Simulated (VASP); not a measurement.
# CdS (Fm-3m) in VASP: relaxation of cell and atoms with PBE

Aim: the relaxation of cell and atoms of CdS with PBE.

Program: VASP 6.6.1. These are calculated values, not measurements. Logs are shortened: lines on timing, memory, paths and dates and some standing lists are left out, and cuts for length are marked.

## 1. The cell of the first run

The structure is cubic, space group Fm-3m (No. 225). Conventional cell: a = 5.506 Å, b = 5.506 Å, c = 5.506 Å, α = 90.00°, β = 90.00°, γ = 90.00°. Cd (site symmetry m-3m) has 6 S at 2.75 Å within 3.6 Å. Within 3.6 Å of S (site symmetry m-3m) lie 6 Cd at 2.75 Å.

## 2. Relaxation of cell and atoms, PBE

The input, INCAR:

```
PREC = Accurate
ENCUT = 600
EDIFF = 1E-7
ISMEAR = 0
SIGMA = 0.01
LREAL = False
LASPH = True
NELM = 60
ALGO = Normal
ISIF = 3
LWAVE = False
LCHARG = False
GGA = PE
IBRION = 2
NSW = 100
EDIFFG = -0.01
```

The input, KPOINTS:

```
Automatic mesh
0
Gamma
  12 12 12
```

The input, POSCAR:

```
CdS
1.0
    0.0000000000      2.7532439200      2.7532439200
    2.7532439200      0.0000000000      2.7532439200
    2.7532439200      2.7532439200      0.0000000000
Cd S
1 1
Direct
    0.0000000000      0.0000000000      0.0000000000
    0.5000000000      0.5000000000      0.5000000000
```

Potentials or basis: VASP PAW PBE potentials, release 64 (Cd, S).

The run is started by

```
> cat potpaw_PBE.64/Cd/POTCAR potpaw_PBE.64/S/POTCAR > POTCAR
> mpirun -np 1 vasp_std > vasp.out
```

OUTCAR:

```text
PREC = Accurate
   ENCUT = 600
   EDIFF = 1E-7
   ISMEAR = 0
   LREAL = False
   LASPH = True
   NELM = 60
   ISIF = 3
   GGA = PE
   IBRION = 2
   NSW = 100
   EDIFFG = -0.01

 ion  position               nearest neighbor table
   1  0.000  0.000  0.000-   2 2.75   2 2.75   2 2.75   2 2.75   2 2.75   2 2.75
   2  0.500  0.500  0.500-   1 2.75   1 2.75   1 2.75   1 2.75   1 2.75   1 2.75

  LATTYP: Found a face centered cubic cell.
 ALAT       =     5.5064878400

  Lattice vectors:

 A1 = (   0.0000000000,   2.7532439200,   2.7532439200)
 A2 = (   2.7532439200,   0.0000000000,   2.7532439200)
 A3 = (   2.7532439200,   2.7532439200,   0.0000000000)

Analysis of symmetry for initial positions (statically):
=====================================================================
 Subroutine PRICEL returns:
 Original cell was already a primitive cell.

 Routine SETGRP: Setting up the symmetry group for a
 face centered cubic supercell.

 Subroutine GETGRP returns: Found 48 space group operations
 (whereof 48 operations were pure point group operations)
 out of a pool of 48 trial point group operations.

The static configuration has the point symmetry O_h .

Analysis of symmetry for dynamics (positions and initial velocities):
=====================================================================
 Subroutine PRICEL returns:
 Original cell was already a primitive cell.

 Routine SETGRP: Setting up the symmetry group for a
 face centered cubic supercell.

 Subroutine GETGRP returns: Found 48 space group operations
 (whereof 48 operations were pure point group operations)
 out of a pool of 48 trial point group operations.

The dynamic configuration has the point symmetry O_h .

 Subroutine INISYM returns: Found 48 space group operations
 (whereof 48 operations are pure point group operations),
 and found     1 'primitive' translations

----------------------------------------------------------------------------------------

                                     Primitive cell

  volume of cell :      41.7411

  direct lattice vectors                    reciprocal lattice vectors
     0.000000000  2.753243920  2.753243920    -0.181603960  0.181603960  0.181603960
     2.753243920  0.000000000  2.753243920     0.181603960 -0.181603960  0.181603960
     2.753243920  2.753243920  0.000000000     0.181603960  0.181603960 -0.181603960

  length of vectors
     3.893674892  3.893674892  3.893674892     0.314547286  0.314547286  0.314547286

  position of ions in fractional coordinates (direct lattice)
     0.000000000  0.000000000  0.000000000
     0.500000000  0.500000000  0.500000000

  ion indices of the primitive-cell ions
   primitive index   ion index
                 1           1
                 2           2

----------------------------------------------------------------------------------------

 KPOINTS: Automatic mesh

Automatic generation of k-mesh.
 Grid dimensions read from file:
 generate k-points for:   12   12   12

 Generating k-lattice:

  Cartesian coordinates                     Fractional coordinates (reciprocal lattice)
    -0.015133663  0.015133663  0.015133663     0.083333333  0.000000000  0.000000000
     0.015133663 -0.015133663  0.015133663     0.000000000  0.083333333  0.000000000
     0.015133663  0.015133663 -0.015133663     0.000000000  0.000000000  0.083333333

  Length of vectors
     0.026212274  0.026212274  0.026212274

  Shift w.r.t. Gamma in fractional coordinates (k-lattice)
     0.000000000  0.000000000  0.000000000

[... 58 lines left out ...]
   POTIM  = 0.5000    time-step for ionic-motion
   TEBEG  =    0.0;   TEEND  =   0.0 temperature during run
   PSTRESS=    0.0 pullay stress
   NELECT =      18.0000    total number of electrons
   NUPDOWN=      -1.0000    fix difference up-down
   EMIN   =  10.00;   EMAX   =-10.00  energy-range for DOS
   EFERMI =   0.00;   METHOD = LEGACY
   ISMEAR =     0;   SIGMA  =   0.01  broadening in eV -4-tet -1-fermi 0-gaus
   EFERMI_NEDOS =   21; number of points for ismear=-14 and -15
   IALGO  =     38    algorithm
   IMIX   =      4    mixing-type and parameters
     AMIX     =   0.40;   BMIX     =  1.00
     AMIX_MAG =   1.60;   BMIX_MAG =  1.00
  volume/ion in A,a.u.               =      20.87       140.84
  Fermi-wavevector in a.u.,A,eV,Ry     =   1.236833  2.337275 20.813584  1.529755
  Thomas-Fermi vector in A             =   2.371425
   LORBIT       =      0    0 simple, 1 ext, 2 COOP (PROOUT), +10 PAW based schemes
   GGA     = PE    functional components
   LHFCALC =     F    Hartree Fock is set to
   AEXX    =    0.0000 exact exchange contribution
   IVDW    =     0    specifies the selected vdW correction
   LEPSILON=     F    determine dielectric tensor
   LRPA    =     F    only Hartree local field effects (RPA)
 conjugate gradient relaxation of ions
 non-spin polarized calculation
 Gauss-broadening in eV      SIGMA  =   0.01
  energy-cutoff  :      600.00
  volume of cell :       41.74
 maximum number of plane-waves:      1411
   NGX = 15   NGY = 15   NGZ = 15

--------------------------------------- Ionic step        1  -------------------------------------------

 number of electron      17.9999999 magnetization

 Free energy of the ion-electron system (eV)
  ---------------------------------------------------
  ext. energy  EPLUGINS =         0.00000000
  ---------------------------------------------------
  free energy    TOTEN  =        -5.87738221 eV

  energy without entropy =       -5.87738221  energy(sigma->0) =       -5.87738221

------------------------ aborting loop because EDIFF is reached ----------------------------------------

  FORCE on cell =-STRESS in cart. coord.  units (eV):
  Direction    XX          YY          ZZ          XY          YZ          ZX
  --------------------------------------------------------------------------------------
  -------------------------------------------------------------------------------------
  Total       -0.0289214     -0.0289214     -0.0289214      0.0000000      0.0000000      0.0000000
  in kB       -1.1101077     -1.1101077     -1.1101077      0.0000000      0.0000000      0.0000000
  external PRESSURE =      -1.1101077 kB  Pullay stress =       0.0000000 kB

 VOLUME and BASIS-vectors are now :
 -----------------------------------------------------------------------------
  energy-cutoff  :      600.00
  volume of cell :       41.74
      direct lattice vectors                 reciprocal lattice vectors
     0.000000000  2.753243920  2.753243920    -0.181603960  0.181603960  0.181603960
     2.753243920  0.000000000  2.753243920     0.181603960 -0.181603960  0.181603960
     2.753243920  2.753243920  0.000000000     0.181603960  0.181603960 -0.181603960

 POSITION                                       TOTAL-FORCE (eV/Angst)
 -----------------------------------------------------------------------------------
      0.00000      0.00000      0.00000         0.000000      0.000000      0.000000
      2.75324      2.75324      2.75324         0.000000      0.000000      0.000000
 -----------------------------------------------------------------------------------
    total drift:                                0.000000     -0.000000     -0.000000

  FREE ENERGIE OF THE ION-ELECTRON SYSTEM (eV)
  ---------------------------------------------------
  free  energy   TOTEN  =        -5.8773822146 eV

  energy  without entropy=       -5.8773822146  energy(sigma->0) =       -5.87738221

--------------------------------------- Ionic step        2  -------------------------------------------

 number of electron      17.9999999 magnetization

 Free energy of the ion-electron system (eV)
  ---------------------------------------------------
  ext. energy  EPLUGINS =         0.00000000
  ---------------------------------------------------
  free energy    TOTEN  =        -5.87740223 eV

  energy without entropy =       -5.87740223  energy(sigma->0) =       -5.87740223

 E-fermi :   2.8532     XC(G=0): -10.3139

 val. band max:        2.7388116983   @ k =  -0.2500   0.1667   0.0000
 cond. band min:       2.9877504137   @ k =   0.5000   0.5000   0.0000
 fundamental gap:      0.2489387154
 Fermi energy:         2.8531931585

 k-point     1 :       0.0000    0.0000    0.0000
  band No.  band energies     occupation
      1      -9.9410      2.00000
      2      -4.8434      2.00000
      3      -4.8434      2.00000
      4      -4.8434      2.00000
      5      -4.8431      2.00000
      6      -4.8431      2.00000
      7       2.0315      2.00000
      8       2.0315      2.00000
      9       2.0315      2.00000
     10       3.5754      0.00000
     11      11.9652      0.00000
     12      11.9652      0.00000
     13      11.9652      0.00000
[... 354 lines left out ...]
  band No.  band energies     occupation
      1      -8.8808      2.00000
      2      -5.0799      2.00000
      3      -5.0241      2.00000
      4      -4.9230      2.00000
      5      -4.6526      2.00000
      6      -4.6078      2.00000
      7      -1.7742      2.00000
      8       1.3382      2.00000
      9       2.3884      2.00000
     10       6.7161      0.00000
     11       7.8092      0.00000
     12       9.3850      0.00000
     13      10.7070      0.00000

 [... further k-points ...]

------------------------ aborting loop because EDIFF is reached ----------------------------------------

  FORCE on cell =-STRESS in cart. coord.  units (eV):
  Direction    XX          YY          ZZ          XY          YZ          ZX
  --------------------------------------------------------------------------------------
  -------------------------------------------------------------------------------------
  Total        0.0111144      0.0111144      0.0111144      0.0000000      0.0000000     -0.0000000
  in kB        0.4275074      0.4275074      0.4275074      0.0000000      0.0000000     -0.0000000
  external PRESSURE =       0.4275074 kB  Pullay stress =       0.0000000 kB

 VOLUME and BASIS-vectors are now :
 -----------------------------------------------------------------------------
  energy-cutoff  :      600.00
  volume of cell :       41.65
      direct lattice vectors                 reciprocal lattice vectors
     0.000000000  2.751323198  2.751323198    -0.181730740  0.181730740  0.181730740
     2.751323198 -0.000000000  2.751323198     0.181730740 -0.181730740  0.181730740
     2.751323198  2.751323198  0.000000000     0.181730740  0.181730740 -0.181730740

 POSITION                                       TOTAL-FORCE (eV/Angst)
 -----------------------------------------------------------------------------------
      0.00000      0.00000      0.00000        -0.000000      0.000000      0.000000
      2.75132      2.75132      2.75132         0.000000     -0.000000     -0.000000
 -----------------------------------------------------------------------------------
    total drift:                                0.000000     -0.000000     -0.000000

  FREE ENERGIE OF THE ION-ELECTRON SYSTEM (eV)
  ---------------------------------------------------
  free  energy   TOTEN  =        -5.8774022312 eV

  energy  without entropy=       -5.8774022312  energy(sigma->0) =       -5.87740223

 reached required accuracy - stopping structural energy minimisation
```

Run time: 34 s. Hardware: 1 thread of AMD EPYC 9R45 (Zen 5), shared host; peak memory 0.19 GiB.

Results:

```yaml
Free_energy: -5.8774 eV
Relaxed_volume: 20.83 Å³/atom
Relaxed_cell: a = 3.891 Å, b = 3.891 Å, c = 3.891 Å, α = 60.00°, β = 60.00°, γ = 60.00°
Space_group_after_relaxing_to_0.05_Å: Fm-3m (No. 225)
Energy_gained_by_relaxing: 0.0 meV/atom
Ionic_steps: 2
Pressure_after_relaxing: 0.0 GPa
Band_gap_on_the_k_mesh: 0.25 eV, indirect (least direct gap 1.54 eV)
```

Final structure:
```xyz
2
Lattice="0.0000 2.7513 2.7513 2.7513 0.0000 2.7513 2.7513 2.7513 0.0000" Properties=species:S:1:pos:R:3 pbc="T T T"
Cd    0.0000    0.0000    0.0000
S     2.7513    2.7513    2.7513
```

Levels at points of the mesh, in eV from the valence-band top:
| k point | band 6 | band 7 | band 8 | band 9 | band 10 | band 11 | band 12 | band 13 |
| --- | --- | --- | --- | --- | --- | --- | --- | --- |
| (0.00, 0.00, 0.00) | -7.58 | -0.71 | -0.71 | -0.71 | 0.84 | 9.23 | 9.23 | 9.23 |
| (0.50, 0.00, 0.00) | -7.39 | -4.77 | -0.01 | -0.01 | 3.53 | 5.92 | 5.92 | 6.67 |
| (0.50, 0.50, 0.00) | -6.68 | -4.12 | -2.07 | -2.07 | 0.25 | 6.07 | 9.75 | 11.14 |

A k mesh can miss the band edges.
